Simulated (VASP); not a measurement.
Input of a VASP 6.6.1 run:

The input INCAR:

```
  PREC = Accurate
  ENCUT = 520
  EDIFF = 1E-7
  ISMEAR = 0
  SIGMA = 0.01
  LREAL = False
  LASPH = True
  NELM = 80
  ALGO = Normal
  ISIF = 2
  LWAVE = False
  LCHARG = False
  GGA = PE
  NBANDS = 15
```

Contents of KPOINTS:

```
regular mesh
0
Gamma
  4 4 4
```

The input POSCAR:

```
BaTe
1.0
    0.0353238682      3.5677106931      3.5677106931
    3.5677106931      0.0353238682      3.5677106931
    3.5677106931      3.5677106931      0.0353238682
Ba Te
1 1
Direct
    0.0000000000      0.0000000000      0.0000000000
    0.5000000000      0.5000000000      0.5000000000
```

Potentials or basis: VASP PAW PBE potentials, release 64 (Ba_sv, Te).

Run with:

```sh
$ cat potpaw_PBE.64/Ba_sv/POTCAR potpaw_PBE.64/Te/POTCAR > POTCAR
$ mpirun -np 1 vasp_std > vasp.out
```

Question: Predict the band gap on the k mesh.

Answer: 1.58 eV (least direct gap 1.96 eV).

Question: What does it give for the pressure?

Answer: -0.1 GPa.

Stress tensor (GPa, compression positive):
```
-0.08 -0.12 -0.12
-0.12 -0.08 -0.12
-0.12 -0.12 -0.08
```

Caveat: the cell differs from its parent crystal (strain along [111] +1.5%); spin-orbit coupling is left out, which moves the levels of the heavy elements. A k mesh can miss the band edges.
